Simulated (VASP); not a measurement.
# BaTiO3 (R3m) in VASP: settings compared

Aim: see how the results for BaTiO3 move with the level of theory and the settings. Levels: PBEsol, PBEsol+U. Tasks: single point.

Everything below comes from runs of VASP 6.6.1. Logs are shortened: lines on timing, memory, paths and dates and some standing lists are left out, and cuts for length are marked.

### Step 1. The cell of the first run

Symmetry: R3m, No. 160, trigonal system. The conventional cell has a = 5.655 Å, b = 5.655 Å, c = 6.955 Å, α = 90.00°, β = 90.00°, γ = 120.00°. Ba (site symmetry 3m) has 12 O at 2.79 to 2.89 Å and 8 Ti at 3.37 to 3.59 Å within 3.7 Å. Ti (site symmetry 3m) has 6 O at 1.87 to 2.14 Å within 2.5 Å. O (site symmetry m) has 2 Ti at 1.87 to 2.14 Å within 2.5 Å.

### Step 2. Single point, PBEsol

INCAR reads:

```
ALGO = Normal
EDIFF = 1E-6
ENCUT = 520
GGA = PS
ISIF = 2
ISMEAR = 0
LASPH = True
LCHARG = True
LELF = True
LREAL = False
LVHAR = True
LWAVE = False
NBANDS = 28
NELM = 80
PREC = Accurate
SIGMA = 0.01
```

KPOINTS reads:

```
k-points
0
Gamma
  6 6 6
```

POSCAR reads:

```
BaTiO3
1.0
    2.8273666100      1.6323808700      2.3183934900
   -2.8273666100      1.6323808700      2.3183934900
    0.0000000000     -3.2647617400      2.3183934900
Ba Ti O
1 1 3
Direct
    0.0000000000      0.0000000000      0.0000000000
    0.4845000003      0.4845000003      0.4845000003
    0.5086000008      0.5086000008      0.0175000010
    0.0175000007      0.5086000000      0.5086000018
    0.5086000000      0.0175000007      0.5086000018
```

Potentials or basis: VASP PAW PBE potentials, release 64 (Ba_sv, Ti_sv, O).

On the command line:

```
$ cat potpaw_PBE.64/Ba_sv/POTCAR potpaw_PBE.64/Ti_sv/POTCAR potpaw_PBE.64/O/POTCAR > POTCAR
$ mpirun -np 1 vasp_std > vasp.out
```

OUTCAR:

```text
EDIFF = 1E-6
   ENCUT = 520
   GGA = PS
   ISIF = 2
   ISMEAR = 0
   LASPH = True
   LREAL = False
   NELM = 80
   PREC = Accurate

 ion  position               nearest neighbor table
   1  0.000  0.000  0.000-   3 2.79   4 2.79   5 2.79   4 2.83   5 2.83   3 2.83   3 2.83   5 2.83
                             4 2.83   3 2.89   4 2.89   5 2.89   2 3.37   2 3.43   2 3.43   2 3.43
   2  0.485  0.485  0.485-   3 1.87   4 1.87   5 1.87   3 2.14   4 2.14   5 2.14   1 3.37   1 3.43
                             1 3.43   1 3.43   1 3.50   1 3.50   1 3.50   1 3.59
   3  0.509  0.509  0.018-   2 1.87   2 2.14   1 2.79   1 2.83   1 2.83   1 2.89
   4  0.018  0.509  0.509-   2 1.87   2 2.14   1 2.79   1 2.83   1 2.83   1 2.89
   5  0.509  0.018  0.509-   2 1.87   2 2.14   1 2.79   1 2.83   1 2.83   1 2.89

  LATTYP: Found a trigonal (rhomboedric) cell.
 ALAT       =     4.0041999983
 COS(alpha) =     0.0028448809

  Lattice vectors:

 A1 = (   2.8273666100,   1.6323808700,   2.3183934900)
 A2 = (  -2.8273666100,   1.6323808700,   2.3183934900)
 A3 = (   0.0000000000,  -3.2647617400,   2.3183934900)

Analysis of symmetry for initial positions (statically):
=====================================================================
 Subroutine PRICEL returns:
 Original cell was already a primitive cell.

 Routine SETGRP: Setting up the symmetry group for a
 trigonal (rhombohedral) supercell.

 Subroutine GETGRP returns: Found  6 space group operations
 (whereof  6 operations were pure point group operations)
 out of a pool of 12 trial point group operations.

The static configuration has the point symmetry C_3v.

Analysis of symmetry for dynamics (positions and initial velocities):
=====================================================================
 Subroutine PRICEL returns:
 Original cell was already a primitive cell.

 Routine SETGRP: Setting up the symmetry group for a
 trigonal (rhombohedral) supercell.

 Subroutine GETGRP returns: Found  6 space group operations
 (whereof  6 operations were pure point group operations)
 out of a pool of 12 trial point group operations.

The dynamic configuration has the point symmetry C_3v.

 Subroutine INISYM returns: Found  6 space group operations
 (whereof  6 operations are pure point group operations),
 and found     1 'primitive' translations

----------------------------------------------------------------------------------------

                                     Primitive cell

  volume of cell :      64.2010

  direct lattice vectors                    reciprocal lattice vectors
     2.827366610  1.632380870  2.318393490     0.176843002  0.102100355  0.143777721
    -2.827366610  1.632380870  2.318393490    -0.176843002  0.102100355  0.143777721
     0.000000000 -3.264761740  2.318393490     0.000000000 -0.204200710  0.143777721

  length of vectors
     4.004199998  4.004199998  4.004199994     0.249739791  0.249739791  0.249739791

  position of ions in fractional coordinates (direct lattice)
     0.000000000  0.000000000  0.000000000
     0.484500000  0.484500000  0.484500000
     0.508600001  0.508600001  0.017500001
     0.017500001  0.508600000  0.508600002
     0.508600000  0.017500001  0.508600002

  ion indices of the primitive-cell ions
   primitive index   ion index
                 1           1
                 2           2
                 3           3
                 4           4
                 5           5

----------------------------------------------------------------------------------------

 KPOINTS: k-points

Automatic generation of k-mesh.
 Grid dimensions read from file:
 generate k-points for:    6    6    6

 Generating k-lattice:

  Cartesian coordinates                     Fractional coordinates (reciprocal lattice)
     0.029473834  0.017016726  0.023962954     0.166666667  0.000000000  0.000000000
    -0.029473834  0.017016726  0.023962954     0.000000000  0.166666667  0.000000000
     0.000000000 -0.034033452  0.023962954     0.000000000  0.000000000  0.166666667

  Length of vectors
     0.041623298  0.041623298  0.041623299

  Shift w.r.t. Gamma in fractional coordinates (k-lattice)
     0.000000000  0.000000000  0.000000000

 Subroutine IBZKPT returns following result:
 ===========================================

 Found     32 irreducible k-points:

 Following reciprocal coordinates:
            Coordinates               Weight
  0.000000  0.000000  0.000000      1.000000
  0.166667 -0.000000  0.000000      6.000000
  0.333333 -0.000000  0.000000      6.000000
  0.500000  0.000000  0.000000      3.000000
  0.166667  0.166667  0.000000      6.000000
  0.333333  0.166667 -0.000000     12.000000
[... 16 lines left out ...]
  0.500000  0.500000  0.166667      6.000000
 -0.333333  0.500000  0.166667     12.000000
 [... further k-points ...]
   k-points           NKPTS =     32   k-points in BZ     NKDIM =     32   number of bands    NBANDS=     28
   number of dos      NEDOS =    301   number of ions     NIONS =      5
   total plane-waves  NPLWV =  27000
   dimension x,y,z NGX =    30 NGY =   30 NGZ =   30
   dimension x,y,z NGXF=    60 NGYF=   60 NGZF=   60
   ions per type =               1   1   3
   NGX,Y,Z   is equivalent  to a cutoff of  12.46, 12.46, 12.46 a.u.
   NGXF,Y,Z  is equivalent  to a cutoff of  24.91, 24.91, 24.91 a.u.
 SYSTEM =  unknown system
   PREC   = accura    normal or accurate (medium, high low for compatibility)
   ISTART =      0    job   : 0-new  1-cont  2-samecut
   ICHARG =      2    charge: 1-file 2-atom 10-const
   ISPIN  =      1    spin polarized calculation?
   LNONCOLLINEAR =      F non collinear calculations
   LSORBIT =      F    spin-orbit coupling
   LASPH  =      T    aspherical Exc in radial PAW
   ENCUT  =  520.0 eV  38.22 Ry    6.18 a.u.   7.45  7.45  7.45*2*pi/ulx,y,z
   NELM   =     80;   NELMIN=  2; NELMDL= -5     # of ELM steps
   EDIFF  = 0.1E-05   stopping-criterion for ELM
   LREAL  =      F    real-space projection
   EDIFFG = 0.1E-04   stopping-criterion for IOM
   NSW    =      0    number of steps for IOM
   IBRION =     -1    ionic relax: 0-MD 1-quasi-New 2-CG
   NFREE  =      0    steps in history (QN), initial steepest desc. (CG)
   ISIF   =      2    stress and relaxation
   ISYM   =      2    0-nonsym 1-usesym 2-fastsym
   POTIM  = 0.5000    time-step for ionic-motion
   TEBEG  =    0.0;   TEEND  =   0.0 temperature during run
   PSTRESS=    0.0 pullay stress
   NELECT =      40.0000    total number of electrons
   NUPDOWN=      -1.0000    fix difference up-down
   EMIN   =  10.00;   EMAX   =-10.00  energy-range for DOS
   EFERMI =   0.00;   METHOD = LEGACY
   ISMEAR =     0;   SIGMA  =   0.01  broadening in eV -4-tet -1-fermi 0-gaus
   EFERMI_NEDOS =   21; number of points for ismear=-14 and -15
   IALGO  =     38    algorithm
   IMIX   =      4    mixing-type and parameters
     AMIX     =   0.40;   BMIX     =  1.00
     AMIX_MAG =   1.60;   BMIX_MAG =  1.00
  volume/ion in A,a.u.               =      12.84        86.65
  Fermi-wavevector in a.u.,A,eV,Ry     =   1.398237  2.642285 26.600301  1.955067
  Thomas-Fermi vector in A             =   2.521415
   LORBIT       =      0    0 simple, 1 ext, 2 COOP (PROOUT), +10 PAW based schemes
   GGA     = PS    functional components
   LHFCALC =     F    Hartree Fock is set to
   AEXX    =    0.0000 exact exchange contribution
   IVDW    =     0    specifies the selected vdW correction
   LEPSILON=     F    determine dielectric tensor
   LRPA    =     F    only Hartree local field effects (RPA)
 non-spin polarized calculation
 Gauss-broadening in eV      SIGMA  =   0.01
  energy-cutoff  :      520.00
  volume of cell :       64.20
 maximum number of plane-waves:      1750
 NGX is ok and might be reduce to    30
   NGX = 15   NGY = 15   NGZ = 15

 number of electron      39.9999998 magnetization

 Free energy of the ion-electron system (eV)
  ---------------------------------------------------
  ext. energy  EPLUGINS =         0.00000000
  ---------------------------------------------------
  free energy    TOTEN  =       -42.00630486 eV

  energy without entropy =      -42.00630486  energy(sigma->0) =      -42.00630486

 E-fermi :   3.7642     XC(G=0): -11.4933

 val. band max:        3.6247423642   @ k =   0.5000   0.5000   0.5000
 cond. band min:       5.9617937279   @ k =   0.0000   0.0000   0.0000
 fundamental gap:      2.3370513638
 Fermi energy:         3.7642037084

 k-point     1 :       0.0000    0.0000    0.0000
  band No.  band energies     occupation
      1     -52.4010      2.00000
      2     -28.7721      2.00000
      3     -28.7721      2.00000
      4     -28.7669      2.00000
      5     -21.1279      2.00000
      6     -13.1237      2.00000
[... 20 lines left out ...]
     27       8.5557      0.00000
     28      10.7935      0.00000

 k-point     2 :       0.1667   -0.0000    0.0000
  band No.  band energies     occupation
      1     -52.4007      2.00000
      2     -28.7845      2.00000
      3     -28.7716      2.00000
      4     -28.7677      2.00000
      5     -21.0981      2.00000
      6     -13.1468      2.00000
[... 20 lines left out ...]
     27       9.0935      0.00000
     28      11.4579      0.00000

 k-point     3 :       0.3333   -0.0000    0.0000
  band No.  band energies     occupation
      1     -52.4002      2.00000
      2     -28.8116      2.00000
      3     -28.7705      2.00000
      4     -28.7668      2.00000
      5     -21.0373      2.00000
      6     -13.2752      2.00000
[... 20 lines left out ...]
     27      10.3507      0.00000
     28      11.9007      0.00000

 k-point     4 :       0.5000    0.0000    0.0000
  band No.  band energies     occupation
      1     -52.3999      2.00000
      2     -28.8252      2.00000
      3     -28.7700      2.00000
      4     -28.7663      2.00000
      5     -21.0062      2.00000
      6     -13.3610      2.00000
[... 578 lines left out ...]
     27      11.0421      0.00000
     28      12.0418      0.00000

 k-point    23 :       0.5000    0.5000    0.1667
  band No.  band energies     occupation
      1     -52.3986      2.00000
      2     -28.8224      2.00000
      3     -28.8189      2.00000
      4     -28.7791      2.00000
      5     -20.9124      2.00000
      6     -12.6329      2.00000
[... 20 lines left out ...]
     27      12.1089      0.00000
     28      12.4440      0.00000

 k-point    24 :      -0.3333    0.5000    0.1667
  band No.  band energies     occupation
      1     -52.3988      2.00000
      2     -28.8218      2.00000
      3     -28.8074      2.00000
      4     -28.7796      2.00000
      5     -20.9313      2.00000
      6     -12.8166      2.00000
[... 20 lines left out ...]
     27      11.7467      0.00000
     28      12.2188      0.00000

 [... further k-points ...]
[... 5 lines left out ...]
  --------------------------------------------------------------------------------------
  -------------------------------------------------------------------------------------
  Total        0.2664251      0.2664251      0.1915845     -0.0000000     -0.0000000      0.0000000
  in kB        6.6488070      6.6488070      4.7811123     -0.0000000     -0.0000000      0.0000000
  external PRESSURE =       6.0262421 kB  Pullay stress =       0.0000000 kB

 VOLUME and BASIS-vectors are now :
 -----------------------------------------------------------------------------
  energy-cutoff  :      520.00
  volume of cell :       64.20
      direct lattice vectors                 reciprocal lattice vectors
     2.827366610  1.632380870  2.318393490     0.176843002  0.102100355  0.143777721
    -2.827366610  1.632380870  2.318393490    -0.176843002  0.102100355  0.143777721
     0.000000000 -3.264761740  2.318393490     0.000000000 -0.204200710  0.143777721

 POSITION                                       TOTAL-FORCE (eV/Angst)
 -----------------------------------------------------------------------------------
      0.00000      0.00000      0.00000         0.000000     -0.000000     -0.125991
      0.00000      0.00000      3.36978         0.000000     -0.000000      0.142158
      0.00000      1.60332      2.39884         0.000000      0.095512     -0.005389
     -1.38852     -0.80166      2.39884        -0.082716     -0.047756     -0.005389
      1.38852     -0.80166      2.39884         0.082716     -0.047756     -0.005389
 -----------------------------------------------------------------------------------
    total drift:                                0.000000      0.000012      0.000453

  FREE ENERGIE OF THE ION-ELECTRON SYSTEM (eV)
  ---------------------------------------------------
  free  energy   TOTEN  =       -42.0063048556 eV

  energy  without entropy=      -42.0063048556  energy(sigma->0) =      -42.00630486
```

Run time: 38 s. Hardware: 1 thread of AMD EPYC 7R13 (Zen 3), shared host; peak memory 0.18 GiB.

Results:

| Property | Result |
| --- | --- |
| Free energy | -42.0063 eV |
| Pressure | 0.6 GPa |
| Largest force | 0.142 eV/Å |
| Band gap on the k mesh | 2.34 eV, indirect (least direct gap 2.74 eV) |

Forces on the atoms (eV/Å):
```
Ba   0.000  0.000 -0.126
Ti   0.000  0.000  0.142
O    0.000  0.096 -0.005
O   -0.083 -0.048 -0.005
O    0.083 -0.048 -0.005
```

Stress tensor (GPa, compression positive):
```
0.66 0.00 0.00
0.00 0.66 0.00
0.00 0.00 0.48
```

Levels at points of the mesh, in eV from the valence-band top:
```tsv
k point	band 16	band 17	band 18	band 19	band 20	band 21	band 22	band 23	band 24	band 25
(0.00, 0.00, 0.00)	-1.33	-1.08	-0.54	-0.40	-0.40	2.34	2.34	2.48	4.51	4.51
(0.50, 0.00, 0.00)	-2.13	-1.71	-1.66	-0.97	-0.84	2.52	3.79	3.88	4.48	6.18
(0.50, 0.50, 0.00)	-2.75	-1.64	-0.90	-0.85	-0.10	3.86	3.86	4.19	5.07	7.77
(0.50, 0.50, 0.50)	-2.40	-2.36	-0.02	-0.02	0.00	4.34	4.49	4.49	6.53	6.53
```

Caveat: the PAW data sets were made with another functional, which shifts forces and pressure a little; spin-orbit coupling is left out, which moves the levels of the heavy elements. A k mesh can miss the band edges.

### Step 3. Single point, PBEsol+U

INCAR reads:

```
PREC = Accurate
ENCUT = 520
EDIFF = 1E-6
ISMEAR = 0
SIGMA = 0.01
LREAL = F
LASPH = T
NELM = 150
ALGO = Normal
ISIF = 2
LWAVE = F
LCHARG = F
LMAXMIX = 4
LDAU = T
LDAUTYPE = 2
LDAUL = -1 2 -1
LDAUU = 0 1.5 0
LDAUJ = 0 0 0
LDAUPRINT = 1
GGA = PS
NBANDS = 28
```

KPOINTS reads:

```
regular mesh
0
Gamma
  6 6 6
```

POSCAR is that of step 2.

Potentials or basis: VASP PAW PBE potentials, release 64 (Ba_sv, Ti_sv, O).

On the command line:

```
$ cat potpaw_PBE.64/Ba_sv/POTCAR potpaw_PBE.64/Ti_sv/POTCAR potpaw_PBE.64/O/POTCAR > POTCAR
$ mpirun -np 1 vasp_std > vasp.out
```

Run time: 43 s. Hardware: 1 thread of AMD EPYC 7R13 (Zen 3), shared host; peak memory 0.18 GiB.

It converged, with:

```
Free energy            : -40.9248 eV
Pressure               : 1.9 GPa
Largest force          : 0.532 eV/Å
Band gap on the k mesh : 2.48 eV, indirect (least direct gap 2.88 eV)
```

Forces in eV/Å, atoms in the order of the input:
```
Ba   0.000  0.000 -0.133
Ti   0.000  0.000  0.532
O    0.000  0.270 -0.133
O   -0.234 -0.135 -0.133
O    0.234 -0.135 -0.133
```

Stress tensor (GPa, compression positive):
```
2.06 0.00 0.00
0.00 2.06 0.00
0.00 0.00 1.67
```

Levels at points of the mesh, in eV from the valence-band top:
| k point | band 18 | band 19 | band 20 | band 21 | band 22 | band 23 |
| --- | --- | --- | --- | --- | --- | --- |
| (0.00, 0.00, 0.00) | -0.52 | -0.40 | -0.40 | 2.48 | 2.48 | 2.61 |
| (0.50, 0.00, 0.00) | -1.65 | -0.98 | -0.86 | 2.67 | 3.93 | 4.03 |
| (0.50, 0.50, 0.00) | -0.91 | -0.86 | -0.10 | 4.01 | 4.01 | 4.35 |
| (0.50, 0.50, 0.50) | -0.02 | -0.02 | 0.00 | 4.48 | 4.64 | 4.64 |

Eigenvalues of the final occupation matrices:
```
    site  spin  trace               eigenvalues
site 2 d     1   0.89  0.13 0.13 0.13 0.25 0.25
site 2 d     2   0.89  0.13 0.13 0.13 0.25 0.25
```

Caveat: the PAW data sets were made with another functional, which shifts forces and pressure a little; spin-orbit coupling is left out, which moves the levels of the heavy elements. A k mesh can miss the band edges.

### Step 4. Single point, PBEsol+U

INCAR reads:

```
SYSTEM = BaTiO3
PREC = Accurate
ENCUT = 520
EDIFF = 1E-7
ISMEAR = 0
SIGMA = 0.01
LREAL = .False.
LASPH = .True.
NELM = 150
ALGO = Normal
ISIF = 2
LWAVE = .False.
LCHARG = .False.
LMAXMIX = 4
LDAU = .True.
LDAUTYPE = 2
LDAUL = -1 2 -1
LDAUU = 0 3 0
LDAUJ = 0 0 0
LDAUPRINT = 1
GGA = PS
NBANDS = 28
```

KPOINTS reads:

```
regular mesh
0
Gamma
  6 6 6
  0 0 0
```

POSCAR is that of step 3.

On the command line:

```
$ cat potpaw_PBE.64/Ba_sv/POTCAR potpaw_PBE.64/Ti_sv/POTCAR potpaw_PBE.64/O/POTCAR > POTCAR
$ mpirun -np 1 vasp_std > vasp.out
```

Run time: 56 s. Hardware: 1 thread of AMD EPYC 7R13 (Zen 3), shared host; peak memory 0.18 GiB.

The run converged. Its results:

- Free energy: -39.8734 eV
- Pressure: 3.3 GPa
- Largest force: 0.929 eV/Å
- Band gap on the k mesh: 2.63 eV, indirect (least direct gap 3.04 eV)

Forces on the atoms (eV/Å):
```
Ba   0.000  0.000 -0.141
Ti   0.000  0.000  0.929
O    0.000  0.448 -0.263
O   -0.388 -0.224 -0.263
O    0.388 -0.224 -0.263
```

Stress tensor (GPa, compression positive):
```
3.54 0.00 0.00
0.00 3.54 0.00
0.00 0.00 2.92
```

Levels at points of the mesh, in eV from the valence-band top:
| k point | band 17 | band 18 | band 19 | band 20 | band 21 | band 22 | band 23 | band 24 |
| --- | --- | --- | --- | --- | --- | --- | --- | --- |
| (0.00, 0.00, 0.00) | -1.09 | -0.51 | -0.41 | -0.41 | 2.63 | 2.63 | 2.75 | 4.52 |
| (0.50, 0.00, 0.00) | -1.68 | -1.63 | -0.98 | -0.88 | 2.84 | 4.09 | 4.19 | 4.48 |
| (0.50, 0.50, 0.00) | -1.75 | -0.91 | -0.86 | -0.10 | 4.17 | 4.18 | 4.52 | 5.05 |
| (0.50, 0.50, 0.50) | -2.30 | -0.02 | -0.02 | 0.00 | 4.65 | 4.80 | 4.80 | 6.48 |

Eigenvalues of the final occupation matrices:
| site | spin | trace | eigenvalues |
| --- | --- | --- | --- |
| site 2 d | 1 | 0.86 | 0.12 0.12 0.12 0.25 0.25 |
| site 2 d | 2 | 0.86 | 0.12 0.12 0.12 0.25 0.25 |

Caveat: the PAW data sets were made with another functional, which shifts forces and pressure a little; spin-orbit coupling is left out, which moves the levels of the heavy elements.

### Step 5. Summary

```tsv
level	U	gap on the mesh (eV)	pressure (GPa)	largest force (eV/Å)
PBEsol	-	2.34	0.6	0.14
PBEsol+U	Ti d U = 1.5 eV	2.48	1.9	0.53
PBEsol+U	Ti d U = 3.0 eV	2.63	3.3	0.93
```

Alike in all rows: task single point; potentials or basis VASP PAW PBE potentials, release 64 (Ba_sv, Ti_sv, O); no spin polarisation; cell as given; k mesh 6 × 6 × 6; cutoff (eV) 520; smearing gaussian 0.01 eV.

On the cell as given the gap runs from 2.34 eV (PBEsol) to 2.63 eV (PBEsol+U). The pressure there spans 0.6 GPa (PBEsol) to 3.3 GPa (PBEsol+U); a positive pressure means that this level wants a larger cell, a negative one a smaller.

Caveats: the PAW data sets were made with another functional, which shifts forces and pressure a little; spin-orbit coupling is left out, which moves the levels of the heavy elements.

Total energies depend on the potentials used, so only differences within one code and one set of settings carry meaning.
